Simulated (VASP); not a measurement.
# HgTe (Coloradoite) (F-43m) in VASP: notebook

The runs below take HgTe (Coloradoite) through single point, with BLYP, PBE+D3(BJ), PBEsol, r2SCAN0.

Program: VASP 6.6.1. These are calculated values, not measurements. Logs are shortened: lines on timing, memory, paths and dates and some standing lists are left out, and cuts for length are marked.

## 1. The cell of the first run

It takes space group F-43m (No. 216, cubic). The conventional cell has a = 6.429 Å, b = 6.429 Å, c = 6.429 Å, α = 90.00°, β = 90.00°, γ = 90.00°. Hg (site symmetry -43m) has 4 Te at 2.78 Å within 3.7 Å. Within 3.7 Å of Te (site symmetry -43m) lie 4 Hg at 2.78 Å.

## 2. Single point, BLYP

Contents of INCAR:

```
SYSTEM = HgTe
AGGAC = 1.0 ; AGGAX = 1.0
ALDAC = 0.0 ; ALDAX = 1.0
ALGO = Normal ; EDIFF = 1E-7
ENCUT = 520 ; GGA = B5
ISIF = 2 ; ISMEAR = -1
LASPH = .True. ; LCHARG = .False.
LREAL = .False. ; LWAVE = .False.
NBANDS = 16 ; NELM = 100
PREC = Accurate ; SIGMA = 0.05
```

Contents of KPOINTS:

```
k-points
0
Gamma
  7 7 7
  0 0 0
```

Contents of POSCAR:

```
HgTe
1.0
    0.0000000000      3.2145000000      3.2145000000
    3.2145000000      0.0000000000      3.2145000000
    3.2145000000      3.2145000000      0.0000000000
Hg Te
1 1
Direct
    0.0000000000      0.0000000000      0.0000000000
    0.7500000000      0.7500000000      0.7500000000
```

Potentials or basis: VASP PAW PBE potentials, release 64 (Hg, Te).

On the command line:

```
> cat potpaw_PBE.64/Hg/POTCAR potpaw_PBE.64/Te/POTCAR > POTCAR
> mpirun -np 1 vasp_std > vasp.out
```

OUTCAR:

```text
SYSTEM = HgTe
   EDIFF = 1E-7
   ENCUT = 520
   GGA = B5
   ISIF = 2
   ISMEAR = -1
   LASPH = .True.
   LREAL = .False.
   NELM = 100
   PREC = Accurate

 ion  position               nearest neighbor table
   1  0.000  0.000  0.000-   2 2.78   2 2.78   2 2.78   2 2.78
   2  0.750  0.750  0.750-   1 2.78   1 2.78   1 2.78   1 2.78

  LATTYP: Found a face centered cubic cell.
 ALAT       =     6.4290000000

  Lattice vectors:

 A1 = (   0.0000000000,   3.2145000000,   3.2145000000)
 A2 = (   3.2145000000,   0.0000000000,   3.2145000000)
 A3 = (   3.2145000000,   3.2145000000,   0.0000000000)

Analysis of symmetry for initial positions (statically):
=====================================================================
 Subroutine PRICEL returns:
 Original cell was already a primitive cell.

 Routine SETGRP: Setting up the symmetry group for a
 face centered cubic supercell.

 Subroutine GETGRP returns: Found 24 space group operations
 (whereof 24 operations were pure point group operations)
 out of a pool of 48 trial point group operations.

The static configuration has the point symmetry T_d .

Analysis of symmetry for dynamics (positions and initial velocities):
=====================================================================
 Subroutine PRICEL returns:
 Original cell was already a primitive cell.

 Routine SETGRP: Setting up the symmetry group for a
 face centered cubic supercell.

 Subroutine GETGRP returns: Found 24 space group operations
 (whereof 24 operations were pure point group operations)
 out of a pool of 48 trial point group operations.

The dynamic configuration has the point symmetry T_d .

 Subroutine INISYM returns: Found 24 space group operations
 (whereof 24 operations are pure point group operations),
 and found     1 'primitive' translations

----------------------------------------------------------------------------------------

                                     Primitive cell

  volume of cell :      66.4309

  direct lattice vectors                    reciprocal lattice vectors
     0.000000000  3.214500000  3.214500000    -0.155545186  0.155545186  0.155545186
     3.214500000  0.000000000  3.214500000     0.155545186 -0.155545186  0.155545186
     3.214500000  3.214500000  0.000000000     0.155545186  0.155545186 -0.155545186

  length of vectors
     4.545989496  4.545989496  4.545989496     0.269412165  0.269412165  0.269412165

  position of ions in fractional coordinates (direct lattice)
     0.000000000  0.000000000  0.000000000
     0.750000000  0.750000000  0.750000000

  ion indices of the primitive-cell ions
   primitive index   ion index
                 1           1
                 2           2

----------------------------------------------------------------------------------------

 KPOINTS: k-points

Automatic generation of k-mesh.
 Grid dimensions read from file:
 generate k-points for:    7    7    7

 Generating k-lattice:

  Cartesian coordinates                     Fractional coordinates (reciprocal lattice)
    -0.022220741  0.022220741  0.022220741     0.142857143  0.000000000  0.000000000
     0.022220741 -0.022220741  0.022220741     0.000000000  0.142857143  0.000000000
     0.022220741  0.022220741 -0.022220741     0.000000000  0.000000000  0.142857143

  Length of vectors
     0.038487452  0.038487452  0.038487452

  Shift w.r.t. Gamma in fractional coordinates (k-lattice)
     0.000000000  0.000000000  0.000000000

 Subroutine IBZKPT returns following result:
 ===========================================

 Found     20 irreducible k-points:

 Following reciprocal coordinates:
            Coordinates               Weight
  0.000000  0.000000  0.000000      1.000000
  0.142857  0.000000  0.000000      8.000000
  0.285714  0.000000  0.000000      8.000000
  0.428571  0.000000  0.000000      8.000000
  0.142857  0.142857  0.000000      6.000000
  0.285714  0.142857  0.000000     24.000000
[... 12 lines left out ...]
 -0.428571  0.428571  0.142857     24.000000
 -0.285714  0.428571  0.142857     24.000000
   k-points           NKPTS =     20   k-points in BZ     NKDIM =     20   number of bands    NBANDS=     16
   number of dos      NEDOS =    301   number of ions     NIONS =      2
   total plane-waves  NPLWV =  46656
   dimension x,y,z NGX =    36 NGY =   36 NGZ =   36
   dimension x,y,z NGXF=    72 NGYF=   72 NGZF=   72
   ions per type =               1   1
   NGX,Y,Z   is equivalent  to a cutoff of  13.17, 13.17, 13.17 a.u.
   NGXF,Y,Z  is equivalent  to a cutoff of  26.33, 26.33, 26.33 a.u.
 SYSTEM =  HgTe
   PREC   = accura    normal or accurate (medium, high low for compatibility)
   ISTART =      0    job   : 0-new  1-cont  2-samecut
   ICHARG =      2    charge: 1-file 2-atom 10-const
   ISPIN  =      1    spin polarized calculation?
   LNONCOLLINEAR =      F non collinear calculations
   LSORBIT =      F    spin-orbit coupling
   LASPH  =      T    aspherical Exc in radial PAW
   ENCUT  =  520.0 eV  38.22 Ry    6.18 a.u.   8.45  8.45  8.45*2*pi/ulx,y,z
   NELM   =    100;   NELMIN=  2; NELMDL= -5     # of ELM steps
   EDIFF  = 0.1E-06   stopping-criterion for ELM
   LREAL  =      F    real-space projection
   EDIFFG = 0.1E-05   stopping-criterion for IOM
   NSW    =      0    number of steps for IOM
   IBRION =     -1    ionic relax: 0-MD 1-quasi-New 2-CG
   NFREE  =      0    steps in history (QN), initial steepest desc. (CG)
   ISIF   =      2    stress and relaxation
   ISYM   =      2    0-nonsym 1-usesym 2-fastsym
   POTIM  = 0.5000    time-step for ionic-motion
   TEBEG  =    0.0;   TEEND  =   0.0 temperature during run
   PSTRESS=    0.0 pullay stress
   NELECT =      18.0000    total number of electrons
   NUPDOWN=      -1.0000    fix difference up-down
   EMIN   =  10.00;   EMAX   =-10.00  energy-range for DOS
   EFERMI =   0.00;   METHOD = LEGACY
   ISMEAR =    -1;   SIGMA  =   0.05  broadening in eV -4-tet -1-fermi 0-gaus
   EFERMI_NEDOS =   21; number of points for ismear=-14 and -15
   IALGO  =     38    algorithm
   IMIX   =      4    mixing-type and parameters
     AMIX     =   0.40;   BMIX     =  1.00
     AMIX_MAG =   1.60;   BMIX_MAG =  1.00
  volume/ion in A,a.u.               =      33.22       224.15
  Fermi-wavevector in a.u.,A,eV,Ry     =   1.059357  2.001894 15.268958  1.122237
  Thomas-Fermi vector in A             =   2.194699
   LORBIT       =      0    0 simple, 1 ext, 2 COOP (PROOUT), +10 PAW based schemes
   GGA     = B5    functional components
   LHFCALC =     F    Hartree Fock is set to
   AEXX    =    0.0000 exact exchange contribution
   IVDW    =     0    specifies the selected vdW correction
   LEPSILON=     F    determine dielectric tensor
   LRPA    =     F    only Hartree local field effects (RPA)
 non-spin polarized calculation
  energy-cutoff  :      520.00
  volume of cell :       66.43
 maximum number of plane-waves:      1808
 NGX is ok and might be reduce to    36
   NGX = 17   NGY = 17   NGZ = 17

 number of electron      18.0000000 magnetization

 Free energy of the ion-electron system (eV)
  ---------------------------------------------------
  ext. energy  EPLUGINS =         0.00000000
  ---------------------------------------------------
  free energy    TOTEN  =        -2.41545144 eV

  energy without entropy =       -2.41476014  energy(sigma->0) =       -2.41510579

 E-fermi :   3.7533     XC(G=0):  -8.3064

 val. band max:        3.7125842548   @ k =   0.0000   0.0000   0.0000
 cond. band min:       4.4282325480   @ k =   0.4286   0.0000   0.0000
 fundamental gap:      0.7156482932
 Fermi energy:         3.7533232430

 k-point     1 :       0.0000    0.0000    0.0000
  band No.  band energies     occupation
      1      -8.4080      2.00000
      2      -3.7676      2.00000
      3      -3.7676      2.00000
      4      -3.7676      2.00000
      5      -3.2213      2.00000
      6      -3.2213      2.00000
[... 8 lines left out ...]
     15      13.3972      0.00000
     16      13.3972      0.00000

 k-point     2 :       0.1429    0.0000    0.0000
  band No.  band energies     occupation
      1      -8.3065      2.00000
      2      -3.7393      2.00000
      3      -3.7393      2.00000
      4      -3.7277      2.00000
      5      -3.2240      2.00000
      6      -3.2240      2.00000
[... 8 lines left out ...]
     15      12.4788      0.00000
     16      12.4788      0.00000

 k-point     3 :       0.2857    0.0000    0.0000
  band No.  band energies     occupation
      1      -8.0648      2.00000
      2      -3.6819      2.00000
      3      -3.6819      2.00000
      4      -3.5357      2.00000
      5      -3.2202      2.00000
      6      -3.2202      2.00000
[... 8 lines left out ...]
     15      12.4425      0.00000
     16      12.4425      0.00000

 k-point     4 :       0.4286    0.0000    0.0000
  band No.  band energies     occupation
      1      -7.8565      2.00000
      2      -3.6450      2.00000
      3      -3.6450      2.00000
      4      -3.2037      2.00000
      5      -3.2037      2.00000
      6      -3.0773      2.00000
[... 8 lines left out ...]
     15      13.4877      0.00000
     16      13.4877      0.00000
[... 248 lines left out ...]
 k-point    18 :      -0.4286    0.2857    0.1429
  band No.  band energies     occupation
      1      -7.7262      2.00000
      2      -3.5876      2.00000
      3      -3.5562      2.00000
      4      -3.2969      2.00000
      5      -3.2099      2.00000
      6      -2.9087      2.00000
[... 8 lines left out ...]
     15      13.7247      0.00000
     16      14.4304      0.00000

 k-point    19 :      -0.4286    0.4286    0.1429
  band No.  band energies     occupation
      1      -7.6554      2.00000
      2      -3.5587      2.00000
      3      -3.4880      2.00000
      4      -3.3742      2.00000
      5      -3.1885      2.00000
      6      -2.8033      2.00000
[... 8 lines left out ...]
     15      14.5420      0.00000
     16      14.9399      0.00000

 k-point    20 :      -0.2857    0.4286    0.1429
  band No.  band energies     occupation
      1      -7.6376      2.00000
      2      -3.5522      2.00000
      3      -3.4980      2.00000
      4      -3.2918      2.00000
      5      -3.2347      2.00000
      6      -2.6491      2.00000
[... 8 lines left out ...]
     15      13.9200      0.00000
     16      15.6826      0.00000

------------------------ aborting loop because EDIFF is reached ----------------------------------------

  FORCE on cell =-STRESS in cart. coord.  units (eV):
  Direction    XX          YY          ZZ          XY          YZ          ZX
  --------------------------------------------------------------------------------------
  -------------------------------------------------------------------------------------
  Total        3.3890573      3.3890573      3.3890573     -0.0000000      0.0000000      0.0000000
  in kB       81.7370976     81.7370976     81.7370976     -0.0000000      0.0000000      0.0000000
  external PRESSURE =      81.7370976 kB  Pullay stress =       0.0000000 kB

 VOLUME and BASIS-vectors are now :
 -----------------------------------------------------------------------------
  energy-cutoff  :      520.00
  volume of cell :       66.43
      direct lattice vectors                 reciprocal lattice vectors
     0.000000000  3.214500000  3.214500000    -0.155545186  0.155545186  0.155545186
     3.214500000  0.000000000  3.214500000     0.155545186 -0.155545186  0.155545186
     3.214500000  3.214500000  0.000000000     0.155545186  0.155545186 -0.155545186

 POSITION                                       TOTAL-FORCE (eV/Angst)
 -----------------------------------------------------------------------------------
      0.00000      0.00000      0.00000         0.000000      0.000000      0.000000
      4.82175      4.82175      4.82175        -0.000000     -0.000000     -0.000000
 -----------------------------------------------------------------------------------
    total drift:                               -0.000000     -0.000000     -0.000000

  FREE ENERGIE OF THE ION-ELECTRON SYSTEM (eV)
  ---------------------------------------------------
  free  energy   TOTEN  =        -2.4154514439 eV

  energy  without entropy=       -2.4147601382  energy(sigma->0) =       -2.41510579
```

Run time: 30 s. Hardware: 1 thread of AMD EPYC 9R45 (Zen 5), shared host; peak memory 0.18 GiB.

Results:

```yaml
Free_energy: -2.4155 eV
Pressure: 8.2 GPa
Band_gap_on_the_k_mesh: zero (filled and empty bands touch)
```

Levels at points of the mesh, in eV from the Fermi level:
```csv
k point,band 7,band 8,band 9,band 10,band 11,band 12
"(0.00, 0.00, 0.00)",-0.79,-0.04,-0.04,-0.04,4.19,4.19
```

Caveat: the PAW data sets were made with another functional, which shifts forces and pressure a little; spin-orbit coupling is left out, which moves the levels of the heavy elements.

## 3. Single point, PBE+D3(BJ)

This run uses another cell than the first one, of 33.88 Å³/atom, 1.020 times its volume.

Contents of INCAR:

```
SYSTEM = HgTe
PREC = Accurate
ENCUT = 520
EDIFF = 1E-7
ISMEAR = -1
SIGMA = 0.05
LREAL = .FALSE.
LASPH = .TRUE.
NELM = 60
ALGO = Normal
ISIF = 2
LWAVE = .FALSE.
LCHARG = .FALSE.
GGA = PE
IVDW = 12
NBANDS = 16
```

Contents of KPOINTS:

```
Automatic mesh
0
G
  7 7 7
  0 0 0
```

Contents of POSCAR:

```
HgTe
1.0
    0.0000000000      3.2357886999      3.2357886999
    3.2357886999      0.0000000000      3.2357886999
    3.2357886999      3.2357886999      0.0000000000
Hg Te
1 1
Direct
    0.0000000000      0.0000000000      0.0000000000
    0.7500000000      0.7500000000      0.7500000000
```

Potentials or basis: VASP PAW PBE potentials, release 64 (Hg, Te).

On the command line:

```
> cat potpaw_PBE.64/Hg/POTCAR potpaw_PBE.64/Te/POTCAR > POTCAR
> mpirun -np 1 vasp_std > vasp.out
```

It took 18 s on 1 thread of AMD EPYC 9R45 (Zen 5), shared host; peak memory 0.19 GiB.

It converged, with:

```yaml
Free_energy: -4.3035 eV
Pressure: 1.6 GPa
Band_gap_on_the_k_mesh: zero (filled and empty bands touch)
Dispersion_energy_per_atom: -0.359 eV
```

Levels at points of the mesh, in eV from the Fermi level:
```tsv
k point	band 6	band 7	band 8	band 9	band 10	band 11	band 12	band 13
(0.00, 0.00, 0.00)	-6.85	-0.78	-0.04	-0.04	-0.04	4.19	4.19	4.19
```

Caveat: spin-orbit coupling is left out, which moves the levels of the heavy elements; pairwise dispersion overbinds metals, which lowers pressure and volume.

## 4. Single point, PBE+D3(BJ)

This run uses another cell than the first one, of 34.54 Å³/atom, 1.040 times its volume.

Contents of INCAR:

```
  PREC = Accurate
  ENCUT = 520
  EDIFF = 1E-6
  ISMEAR = -1
  SIGMA = 0.05
  LREAL = F
  LASPH = T
  NELM = 80
  ALGO = Normal
  ISIF = 2
  LWAVE = F
  LCHARG = F
  GGA = PE
  IVDW = 12
  NBANDS = 16
```

Contents of KPOINTS:

```
regular mesh
0
Gamma
  7 7 7
```

Contents of POSCAR:

```
HgTe
1.0
    0.0000000000      3.2568009036      3.2568009036
    3.2568009036      0.0000000000      3.2568009036
    3.2568009036      3.2568009036      0.0000000000
Hg Te
1 1
Direct
    0.0000000000      0.0000000000      0.0000000000
    0.7500000000      0.7500000000      0.7500000000
```

Potentials or basis: VASP PAW PBE potentials, release 64 (Hg, Te).

On the command line:

```
> cat potpaw_PBE.64/Hg/POTCAR potpaw_PBE.64/Te/POTCAR > POTCAR
> mpirun -np 1 vasp_std > vasp.out
```

OUTCAR:

```text
PREC = Accurate
   ENCUT = 520
   EDIFF = 1E-6
   ISMEAR = -1
   LREAL = F
   LASPH = T
   NELM = 80
   ISIF = 2
   GGA = PE
   IVDW = 12
 IVDW          = 12

 ion  position               nearest neighbor table
   1  0.000  0.000  0.000-   2 2.82   2 2.82   2 2.82   2 2.82
   2  0.750  0.750  0.750-   1 2.82   1 2.82   1 2.82   1 2.82

  LATTYP: Found a face centered cubic cell.
 ALAT       =     6.5136018072

  Lattice vectors:

 A1 = (   0.0000000000,   3.2568009036,   3.2568009036)
[... 559 lines left out ...]
------------------------ aborting loop because EDIFF is reached ----------------------------------------

 Edisp (eV)   -0.70136

 E8    (eV) :    -0.3180

  FORCE on cell =-STRESS in cart. coord.  units (eV):
  Direction    XX          YY          ZZ          XY          YZ          ZX
  --------------------------------------------------------------------------------------
  -------------------------------------------------------------------------------------
  Total       0.30147     0.30147     0.30147    -0.00000    -0.00000     0.00000
  in kB       6.99110     6.99110     6.99110    -0.00000    -0.00000     0.00000
  external pressure =        6.99 kB  Pullay stress =        0.00 kB

 VOLUME and BASIS-vectors are now :
 -----------------------------------------------------------------------------
  energy-cutoff  :      520.00
  volume of cell :       69.09
      direct lattice vectors                 reciprocal lattice vectors
     0.000000000  3.256800904  3.256800904    -0.153524890  0.153524890  0.153524890
     3.256800904  0.000000000  3.256800904     0.153524890 -0.153524890  0.153524890
     3.256800904  3.256800904  0.000000000     0.153524890  0.153524890 -0.153524890

 POSITION                                       TOTAL-FORCE (eV/Angst)
 -----------------------------------------------------------------------------------
      0.00000      0.00000      0.00000         0.000000      0.000000      0.000000
      4.88520      4.88520      4.88520        -0.000000     -0.000000     -0.000000
 -----------------------------------------------------------------------------------
    total drift:                                0.000000      0.000000      0.000000

  FREE ENERGIE OF THE ION-ELECTRON SYSTEM (eV)
  ---------------------------------------------------
  free  energy   TOTEN  =        -4.3132331674 eV

  energy  without entropy=       -4.3125023316  energy(sigma->0) =       -4.31286775
```

OSZICAR:

```text
N       E                     dE             d eps       ncg     rms          rms(c)
DAV:   1     0.104006872317E+03    0.10401E+03   -0.79667E+03   640   0.966E+02
DAV:   2    -0.220116952351E+00   -0.10423E+03   -0.96648E+02   744   0.227E+02
DAV:   3    -0.378680610698E+01   -0.35667E+01   -0.35586E+01   760   0.432E+01
DAV:   4    -0.382130983754E+01   -0.34504E-01   -0.34500E-01   976   0.386E+00
DAV:   5    -0.382138535775E+01   -0.75520E-04   -0.75520E-04   840   0.175E-01    0.729E+00
DAV:   6    -0.361961848809E+01    0.20177E+00   -0.39514E-01   752   0.839E+00    0.580E+00
DAV:   7    -0.361246557981E+01    0.71529E-02   -0.95363E-02   712   0.210E+00    0.216E+00
DAV:   8    -0.361181101030E+01    0.65457E-03   -0.10107E-02   728   0.114E+00    0.513E-01
DAV:   9    -0.361183224807E+01   -0.21238E-04   -0.71571E-04   816   0.308E-01    0.117E-01
DAV:  10    -0.361186201518E+01   -0.29767E-04   -0.86012E-05   776   0.811E-02    0.480E-02
DAV:  11    -0.361187727718E+01   -0.15262E-04   -0.32926E-05   760   0.422E-02    0.327E-02
DAV:  12    -0.361187552917E+01    0.17480E-05   -0.38220E-06   704   0.155E-02    0.181E-02
DAV:  13    -0.361187543387E+01    0.95301E-07   -0.49696E-07   496   0.356E-03
   1 F= -.43132332E+01 E0= -.43128677E+01  d E =-.730836E-03
```

stdout:

```text
POSCAR found type information on POSCAR HgTe
 POSCAR found :  2 types and       2 ions
 scaLAPACK will be used
 LDA part: xc-table for (Slater+PW92), standard interpolation
 POSCAR, INCAR and KPOINTS ok, starting setup
 FFT: planning ... GRIDC
 FFT: planning ... GRID_SOFT
 FFT: planning ... GRID
 WAVECAR not read
 entering main loop
```

Run time: 15 s. Hardware: 1 thread of AMD EPYC 9R45 (Zen 5), shared host; peak memory 0.19 GiB.

Results:

```yaml
Free_energy: -4.3132 eV
Pressure: 0.7 GPa
Band_gap_on_the_k_mesh: zero (filled and empty bands touch)
Dispersion_energy_per_atom: -0.351 eV
```

Caveat: spin-orbit coupling is left out, which moves the levels of the heavy elements; pairwise dispersion overbinds metals, which lowers pressure and volume.

[end of part 1 of 2]
